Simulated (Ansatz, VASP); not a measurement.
**One calculation of Li, two programs**

The input POSCAR:

```
Li
1.0
    1.5505000000      0.8951815924      7.5883000000
   -1.5505000000      0.8951815924      7.5883000000
    0.0000000000     -1.7903631848      7.5883000000
Li
3
Direct
    0.7780000000      0.7780000000      0.7780000000
    0.2220000000      0.2220000000      0.2220000000
    0.0000000000      0.0000000000      0.0000000000
```

INCAR.step1

```
PREC     = Accurate       # precision mode
ENCUT    = 520            # plane-wave cutoff, eV
ISMEAR   = -1             # smearing method
SIGMA    = 0.05           # smearing width, eV
LREAL    = False          # projectors in reciprocal space
LASPH    = True           # aspherical terms in the spheres
NELM     = 80             # most SCF steps
NBANDS   = 12             # bands
GGA      = PE             # functional
ALGO     = Normal         # electronic algorithm
EDIFF    = 1E-4           # SCF threshold, eV
LWAVE    = True           # write WAVECAR
LCHARG   = False          # write CHGCAR
```

INCAR.step2

```
PREC     = Accurate       # precision mode
ENCUT    = 520            # plane-wave cutoff, eV
EDIFF    = 1E-6           # SCF threshold, eV
ISMEAR   = -1             # smearing method
SIGMA    = 0.05           # smearing width, eV
LREAL    = False          # projectors in reciprocal space
LASPH    = True           # aspherical terms in the spheres
NELM     = 80             # most SCF steps
ALGO     = Normal         # electronic algorithm
ISIF     = 2              # what is computed and relaxed
LWAVE    = False          # write WAVECAR
LCHARG   = False          # write CHGCAR
METAGGA  = R2SCAN         # meta-GGA
LMIXTAU  = True         
NBANDS   = 12             # bands
ISTART   = 1
```

KPOINTS

```
regular mesh
0
Gamma
  6 6 6
```

File input.yaml:

```yaml
crystal:
  lattice:
    - [1.5505, 0.8951815924, 7.5883]
    - [-1.5505, 0.8951815924, 7.5883]
    - [0.0, -1.7903631848, 7.5883]
  atoms:
    - { symbol: Li, position: [0.778, 0.778, 0.778] }
    - { symbol: Li, position: [0.222, 0.222, 0.222] }
    - { symbol: Li, position: [0.0, 0.0, 0.0] }
hamiltonian:
  xc: r2scan
  pseudopotentials: { kind: paw }
kpoints:
  mp_grid: { grid: [6, 6, 6] }
  band_path:
    path:
      - [[0.0, 0.0, 0.0], [0.5, 0.0, 0.0], [0.5, 0.1759444034, -0.1759444034]]
      - [[0.8240555966, 0.5, 0.1759444034], [0.5, 0.5, 0.5], [0.0, 0.0, 0.0], [0.3379722017, 0.0, -0.3379722017]]
      - [[0.6620277983, 0.3379722017, 0.0], [0.5, 0.5, 0.0], [0.6620277983, 0.6620277983, 0.1759444034], [0.5, 0.5, 0.5]]
      - [[0.5, 0.0, 0.0], [0.8240555966, 0.3379722017, 0.3379722017]]
    npoints: 14
scf:
  occupations: { method: fermi_dirac, width: 0.05 }
  n_extra_bands: 7
output:
  forces: true
  stress: true
  eigenvalues: true
  fatbands: false
```

Alike in both runs: functional r2SCAN; k mesh 6 × 6 × 6; occupations fermi-dirac, width 0.05 eV; no spin polarisation.

|  | VASP | Ansatz |
| --- | --- | --- |
| version | VASP 6.6.1 | Ansatz 0.2.0 |
| potentials or method | VASP PAW PBE potentials, release 64 (Li_sv) | Ansatz PAW |
| plane-wave cutoff (eV) | 520 | 500 |
| valence electrons in the cell | 9 | 9 |
| task | single point | band structure |

|  | VASP | Ansatz | Ansatz less VASP |
| --- | --- | --- | --- |
| gap on the k mesh at the Fermi level (eV) | none | none | - |
| rms of the force components (eV/Å) | 0.010 | 0.003 | -0.0071 |

VASP's potentials were made for PBE, not for r2SCAN. Atom by atom the forces differ by 0.007 eV/Å (rms over components). A gap of «none» marks a metal or a gap that the smearing closes. The functional is the same, so the differences come from potentials, cutoffs and numerics.

The k mesh is coarse, so the values compare programs but aren't converged. Noted on VASP's run: the cutoff is short for stress, so the pressure is rough.
